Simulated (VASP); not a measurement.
Here is a VASP 6.6.1 calculation.

Contents of POSCAR:

```
HfN
1.0
    2.7771939399      0.0000000000      0.0000000000
    0.0000000000      2.7771939399      0.0000000000
    0.0000000000      0.0000000000      2.7771939399
Hf N
1 1
Direct
    0.5000000000      0.5000000000      0.5000000000
    0.0000000000      0.0000000000      0.0000000000
```

The input INCAR.step1:

```
PREC     = Accurate       # precision mode
ENCUT    = 520            # plane-wave cutoff, eV
EDIFF    = 1E-5           # SCF threshold, eV
ISMEAR   = -1             # smearing method
SIGMA    = 0.05           # smearing width, eV
LREAL    = F              # projectors in reciprocal space
LASPH    = T              # aspherical terms in the spheres
NELM     = 80             # most SCF steps
ALGO     = Normal         # electronic algorithm
ISIF     = 2              # what is computed and relaxed
LWAVE    = T              # write WAVECAR
LCHARG   = F              # write CHGCAR
GGA      = PE             # functional
NBANDS   = 14             # bands
```

INCAR.step2

```
PREC     = Accurate       # precision mode
ENCUT    = 520            # plane-wave cutoff, eV
EDIFF    = 1E-6           # SCF threshold, eV
ISMEAR   = -1             # smearing method
SIGMA    = 0.05           # smearing width, eV
LREAL    = F              # projectors in reciprocal space
LASPH    = T              # aspherical terms in the spheres
NELM     = 80             # most SCF steps
ALGO     = Normal         # electronic algorithm
ISIF     = 2              # what is computed and relaxed
LWAVE    = F              # write WAVECAR
LCHARG   = F              # write CHGCAR
GGA      = PS             # functional
LHFCALC  = T              # exact exchange
AEXX     = 0.25           # exact-exchange fraction
PRECFOCK = Normal       
ISTART   = 1            
NBANDS   = 14             # bands
```

Contents of KPOINTS:

```
Automatic mesh
0
Gamma
  5 5 5
```

Potentials or basis: VASP PAW PBE potentials, release 64 (Hf_pv, N).

Command:

```sh
$ cat potpaw_PBE.64/Hf_pv/POTCAR potpaw_PBE.64/N/POTCAR > POTCAR
$ cp INCAR.step1 INCAR
$ mpirun -np 1 vasp_std > vasp.out
$ cp INCAR.step2 INCAR
$ mpirun -np 1 vasp_std > vasp.out
```

Predict the pressure.

-5.0 GPa.

Caveat: the k points lie up to 0.45 Å⁻¹ apart; the PAW data sets were made with another functional, which shifts forces and pressure a little.
